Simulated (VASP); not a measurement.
# SnTe (I4/mmm) in VASP: single point with PBEsol

Aim: the single point of SnTe with PBEsol.

Program: VASP 6.6.1. These are calculated values, not measurements. Logs are shortened: lines on timing, memory, paths and dates and some standing lists are left out, and cuts for length are marked.

## 1. The cell of the first run

The structure is tetragonal, space group I4/mmm (No. 139). Conventional cell: a = 4.821 Å, b = 4.821 Å, c = 6.566 Å, α = 90.00°, β = 90.00°, γ = 90.00°. Within 4.3 Å of Sn (site symmetry 4/mmm) lie 6 Te at 3.28 to 3.41 Å. Within 4.3 Å of Te (site symmetry 4/mmm) lie 6 Sn at 3.28 to 3.41 Å.

## 2. Single point, PBEsol (strain +0.080 along x and y, +0.040 along z)

Contents of INCAR:

```
SYSTEM = SnTe
ALGO = Normal
EDIFF = 1E-6
ENCUT = 520
GGA = PS
ISIF = 2
ISMEAR = 0
LASPH = .True.
LCHARG = .False.
LREAL = .False.
LWAVE = .False.
NBANDS = 17
NELM = 60
PREC = Accurate
SIGMA = 0.03
```

Contents of KPOINTS:

```
k-points
0
Gamma
  10 10 10
  0 0 0
```

Contents of POSCAR:

```
SnTe
1.0
    0.0000000000      3.4090200000      3.2827600000
    3.4090200000      0.0000000000      3.2827600000
    3.4090200000      3.4090200000      0.0000000000
Sn Te
1 1
Direct
    0.0000000000      0.0000000000      0.0000000000
    0.5000000000      0.5000000000      0.5000000000
```

Potentials or basis: VASP PAW PBE potentials, release 64 (Sn_d, Te).

Launch:

```bash
$ cat potpaw_PBE.64/Sn_d/POTCAR potpaw_PBE.64/Te/POTCAR > POTCAR
$ mpirun -np 1 vasp_std > vasp.out
```

OUTCAR:

```text
SYSTEM = SnTe
   EDIFF = 1E-6
   ENCUT = 520
   GGA = PS
   ISIF = 2
   ISMEAR = 0
   LASPH = .True.
   LREAL = .False.
   NELM = 60
   PREC = Accurate

 ion  position               nearest neighbor table
   1  0.000  0.000  0.000-   2 3.28   2 3.28   2 3.41   2 3.41   2 3.41   2 3.41
   2  0.500  0.500  0.500-   1 3.28   1 3.28   1 3.41   1 3.41   1 3.41   1 3.41

  LATTYP: Found a body centered tetragonal cell.
 ALAT       =     4.8210823184
 C/A-ratio  =     1.3618352823

  Lattice vectors:

 A1 = (   0.0000000000,  -3.4090200000,  -3.2827600000)
 A2 = (   0.0000000000,   3.4090200000,  -3.2827600000)
 A3 = (   3.4090200000,   0.0000000000,   3.2827600000)

Analysis of symmetry for initial positions (statically):
=====================================================================
 Subroutine PRICEL returns:
 Original cell was already a primitive cell.

 Routine SETGRP: Setting up the symmetry group for a
 body centered tetragonal supercell.

 Subroutine GETGRP returns: Found 16 space group operations
 (whereof 16 operations were pure point group operations)
 out of a pool of 16 trial point group operations.

The static configuration has the point symmetry D_4h.

Analysis of symmetry for dynamics (positions and initial velocities):
=====================================================================
 Subroutine PRICEL returns:
 Original cell was already a primitive cell.

 Routine SETGRP: Setting up the symmetry group for a
 body centered tetragonal supercell.

 Subroutine GETGRP returns: Found 16 space group operations
 (whereof 16 operations were pure point group operations)
 out of a pool of 16 trial point group operations.

The dynamic configuration has the point symmetry D_4h.

 Subroutine INISYM returns: Found 16 space group operations
 (whereof 16 operations are pure point group operations),
 and found     1 'primitive' translations

----------------------------------------------------------------------------------------

                                     Primitive cell

  volume of cell :      76.3006

  direct lattice vectors                    reciprocal lattice vectors
     0.000000000  3.409020000  3.282760000    -0.146669717  0.146669717  0.152310860
     3.409020000  0.000000000  3.282760000     0.146669717 -0.146669717  0.152310860
     3.409020000  3.409020000  0.000000000     0.146669717  0.146669717 -0.152310860

  length of vectors
     4.732645199  4.732645199  4.821082318     0.257337541  0.257337541  0.257337541

  position of ions in fractional coordinates (direct lattice)
     0.000000000  0.000000000  0.000000000
     0.500000000  0.500000000  0.500000000

  ion indices of the primitive-cell ions
   primitive index   ion index
                 1           1
                 2           2

----------------------------------------------------------------------------------------

 KPOINTS: k-points

Automatic generation of k-mesh.
 Grid dimensions read from file:
 generate k-points for:   10   10   10

 Generating k-lattice:

  Cartesian coordinates                     Fractional coordinates (reciprocal lattice)
    -0.014666972  0.014666972  0.015231086     0.100000000  0.000000000  0.000000000
     0.014666972 -0.014666972  0.015231086     0.000000000  0.100000000  0.000000000
     0.014666972  0.014666972 -0.015231086     0.000000000  0.000000000  0.100000000

  Length of vectors
     0.025733754  0.025733754  0.025733754

  Shift w.r.t. Gamma in fractional coordinates (k-lattice)
     0.000000000  0.000000000  0.000000000

 Subroutine IBZKPT returns following result:
 ===========================================

 Found    102 irreducible k-points:

 Following reciprocal coordinates:
            Coordinates               Weight
  0.000000  0.000000  0.000000      1.000000
  0.100000  0.000000  0.000000      8.000000
  0.200000  0.000000  0.000000      8.000000
  0.300000  0.000000  0.000000      8.000000
  0.400000  0.000000  0.000000      8.000000
  0.500000  0.000000  0.000000      4.000000
[... 16 lines left out ...]
  0.300000  0.300000  0.000000      2.000000
  0.400000  0.300000  0.000000      8.000000
 [... further k-points ...]
   k-points           NKPTS =    102   k-points in BZ     NKDIM =    102   number of bands    NBANDS=     17
   number of dos      NEDOS =    301   number of ions     NIONS =      2
   total plane-waves  NPLWV =  46656
   dimension x,y,z NGX =    36 NGY =   36 NGZ =   36
   dimension x,y,z NGXF=    72 NGYF=   72 NGZF=   72
   ions per type =               1   1
   NGX,Y,Z   is equivalent  to a cutoff of  12.65, 12.65, 12.41 a.u.
   NGXF,Y,Z  is equivalent  to a cutoff of  25.29, 25.29, 24.83 a.u.
 SYSTEM =  SnTe
   PREC   = accura    normal or accurate (medium, high low for compatibility)
   ISTART =      0    job   : 0-new  1-cont  2-samecut
   ICHARG =      2    charge: 1-file 2-atom 10-const
   ISPIN  =      1    spin polarized calculation?
   LNONCOLLINEAR =      F non collinear calculations
   LSORBIT =      F    spin-orbit coupling
   LASPH  =      T    aspherical Exc in radial PAW
   ENCUT  =  520.0 eV  38.22 Ry    6.18 a.u.   8.80  8.80  8.96*2*pi/ulx,y,z
   NELM   =     60;   NELMIN=  2; NELMDL= -5     # of ELM steps
   EDIFF  = 0.1E-05   stopping-criterion for ELM
   LREAL  =      F    real-space projection
   EDIFFG = 0.1E-04   stopping-criterion for IOM
   NSW    =      0    number of steps for IOM
   IBRION =     -1    ionic relax: 0-MD 1-quasi-New 2-CG
   NFREE  =      0    steps in history (QN), initial steepest desc. (CG)
   ISIF   =      2    stress and relaxation
   ISYM   =      2    0-nonsym 1-usesym 2-fastsym
   POTIM  = 0.5000    time-step for ionic-motion
   TEBEG  =    0.0;   TEEND  =   0.0 temperature during run
   PSTRESS=    0.0 pullay stress
   NELECT =      20.0000    total number of electrons
   NUPDOWN=      -1.0000    fix difference up-down
   EMIN   =  10.00;   EMAX   =-10.00  energy-range for DOS
   EFERMI =   0.00;   METHOD = LEGACY
   ISMEAR =     0;   SIGMA  =   0.03  broadening in eV -4-tet -1-fermi 0-gaus
   EFERMI_NEDOS =   21; number of points for ismear=-14 and -15
   IALGO  =     38    algorithm
   IMIX   =      4    mixing-type and parameters
     AMIX     =   0.40;   BMIX     =  1.00
     AMIX_MAG =   1.60;   BMIX_MAG =  1.00
  volume/ion in A,a.u.               =      38.15       257.45
  Fermi-wavevector in a.u.,A,eV,Ry     =   1.047712  1.979889 14.935133  1.097701
  Thomas-Fermi vector in A             =   2.182604
   LORBIT       =      0    0 simple, 1 ext, 2 COOP (PROOUT), +10 PAW based schemes
   GGA     = PS    functional components
   LHFCALC =     F    Hartree Fock is set to
   AEXX    =    0.0000 exact exchange contribution
   IVDW    =     0    specifies the selected vdW correction
   LEPSILON=     F    determine dielectric tensor
   LRPA    =     F    only Hartree local field effects (RPA)
 non-spin polarized calculation
 Gauss-broadening in eV      SIGMA  =   0.03
  energy-cutoff  :      520.00
  volume of cell :       76.30
 maximum number of plane-waves:      2074
   NGX = 17   NGY = 17   NGZ = 17

 number of electron      20.0000007 magnetization

 Free energy of the ion-electron system (eV)
  ---------------------------------------------------
  ext. energy  EPLUGINS =         0.00000000
  ---------------------------------------------------
  free energy    TOTEN  =        -8.00480000 eV

  energy without entropy =       -8.00480000  energy(sigma->0) =       -8.00480000

 E-fermi :   4.4333     XC(G=0):  -8.7970

 val. band max:        4.2889038113   @ k =   0.5000   0.0000   0.0000
 cond. band min:       4.5963871333   @ k =   0.5000   0.0000   0.0000
 fundamental gap:      0.3074833220
 Fermi energy:         4.4333259966

 k-point     1 :       0.0000    0.0000    0.0000
  band No.  band energies     occupation
      1     -17.2499      2.00000
      2     -17.2479      2.00000
      3     -17.2336      2.00000
      4     -17.2336      2.00000
      5     -17.2272      2.00000
      6      -6.9807      2.00000
[... 9 lines left out ...]
     16       9.7475      0.00000
     17      10.9571      0.00000

 k-point     2 :       0.1000    0.0000    0.0000
  band No.  band energies     occupation
      1     -17.2498      2.00000
      2     -17.2480      2.00000
      3     -17.2334      2.00000
      4     -17.2333      2.00000
      5     -17.2274      2.00000
      6      -6.9202      2.00000
[... 9 lines left out ...]
     16       9.8487      0.00000
     17      11.4443      0.00000

 k-point     3 :       0.2000    0.0000    0.0000
  band No.  band energies     occupation
      1     -17.2495      2.00000
      2     -17.2482      2.00000
      3     -17.2330      2.00000
      4     -17.2327      2.00000
      5     -17.2277      2.00000
      6      -6.7482      2.00000
[... 9 lines left out ...]
     16      10.3005      0.00000
     17      12.5496      0.00000

 k-point     4 :       0.3000    0.0000    0.0000
  band No.  band energies     occupation
      1     -17.2491      2.00000
      2     -17.2484      2.00000
      3     -17.2326      2.00000
      4     -17.2318      2.00000
      5     -17.2281      2.00000
      6      -6.4998      2.00000
[... 9 lines left out ...]
     16      11.0561      0.00000
     17      13.6810      0.00000
[... 343 lines left out ...]
      1     -17.2486      2.00000
      2     -17.2486      2.00000
      3     -17.2325      2.00000
      4     -17.2318      2.00000
      5     -17.2282      2.00000
      6      -6.4434      2.00000
[... 9 lines left out ...]
     16      12.5709      0.00000
     17      12.7743      0.00000

 k-point    23 :       0.3000    0.3000    0.0000
  band No.  band energies     occupation
      1     -17.2510      2.00000
      2     -17.2464      2.00000
      3     -17.2311      2.00000
      4     -17.2304      2.00000
      5     -17.2304      2.00000
      6      -6.3160      2.00000
[... 9 lines left out ...]
     16      12.0941      0.00000
     17      13.0214      0.00000

 k-point    24 :       0.4000    0.3000    0.0000
  band No.  band energies     occupation
      1     -17.2510      2.00000
      2     -17.2463      2.00000
      3     -17.2319      2.00000
      4     -17.2299      2.00000
      5     -17.2298      2.00000
      6      -6.1384      2.00000
[... 9 lines left out ...]
     16      12.7672      0.00000
     17      13.9970      0.00000

 [... further k-points ...]
[... 5 lines left out ...]
  --------------------------------------------------------------------------------------
  -------------------------------------------------------------------------------------
  Total       -3.1956637     -3.1956637     -2.2085759      0.0000000      0.0000000     -0.0000000
  in kB      -67.1032291    -67.1032291    -46.3761495      0.0000000      0.0000000     -0.0000000
  external PRESSURE =     -60.1942026 kB  Pullay stress =       0.0000000 kB

 VOLUME and BASIS-vectors are now :
 -----------------------------------------------------------------------------
  energy-cutoff  :      520.00
  volume of cell :       76.30
      direct lattice vectors                 reciprocal lattice vectors
     0.000000000  3.409020000  3.282760000    -0.146669717  0.146669717  0.152310860
     3.409020000  0.000000000  3.282760000     0.146669717 -0.146669717  0.152310860
     3.409020000  3.409020000  0.000000000     0.146669717  0.146669717 -0.152310860

 POSITION                                       TOTAL-FORCE (eV/Angst)
 -----------------------------------------------------------------------------------
      0.00000      0.00000      0.00000         0.000000     -0.000000      0.000000
      3.40902      3.40902      3.28276        -0.000000      0.000000      0.000000
 -----------------------------------------------------------------------------------
    total drift:                               -0.000000      0.000000      0.000000

  FREE ENERGIE OF THE ION-ELECTRON SYSTEM (eV)
  ---------------------------------------------------
  free  energy   TOTEN  =        -8.0047999952 eV

  energy  without entropy=       -8.0047999952  energy(sigma->0) =       -8.00480000
```

Wall time 2.8 min (1 thread of Intel Xeon 8259CL, shared host); peak memory 0.3 GiB.

What came out:

* Free energy: -8.0048 eV
* Pressure: -6.0 GPa
* Band gap on the k mesh: 0.31 eV

Caveat: the cell differs from its parent crystal (strain +0.080 along x and y, +0.040 along z); the cell stands under tension; the PAW data sets were made with another functional, which shifts forces and pressure a little; spin-orbit coupling is left out, which moves the levels of the heavy elements.
